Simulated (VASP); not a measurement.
Input of a VASP 6.6.1 run:

The input INCAR:

```
SYSTEM = B
PREC = Accurate
ENCUT = 600
EDIFF = 1E-7
ISMEAR = -1
SIGMA = 0.1
LREAL = .False.
LASPH = .True.
NELM = 60
ALGO = Normal
ISIF = 3
LWAVE = .False.
LCHARG = .False.
GGA = RE
IBRION = 2
NSW = 80
EDIFFG = -0.01
```

File KPOINTS:

```
regular mesh
0
Gamma
  18 18 18
  0 0 0
```

File POSCAR:

```
B
1.0
    0.0000000000      1.4853449006      1.4853449006
    1.4853449006      0.0000000000      1.4853449006
    1.4853449006      1.4853449006      0.0000000000
B
1
Direct
    0.0000000000      0.0000000000      0.0000000000
```

Potentials or basis: VASP PAW PBE potentials, release 64 (B).

Command:

```console
$ cat potpaw_PBE.64/B/POTCAR > POTCAR
$ mpirun -np 1 vasp_std > vasp.out
```

Task: What does it give for the relaxed volume?

Result: 5.96 Å³/atom.

Task: Predict the space group after relaxing (to 0.05 Å).

Result: Fm-3m (No. 225).

Task: Predict the relaxed cell.

Result: a = 2.035 Å, b = 2.035 Å, c = 2.035 Å, α = 60.00°, β = 60.00°, γ = 60.00°.

Final structure:
```
B
1.0
     0.00000    1.43877    1.43877
     1.43877    0.00000    1.43877
     1.43877    1.43877    0.00000
B
1
Direct
  0.00000 0.00000 0.00000
```

Caveat: the PAW data sets were made with another functional, which shifts forces and pressure a little.
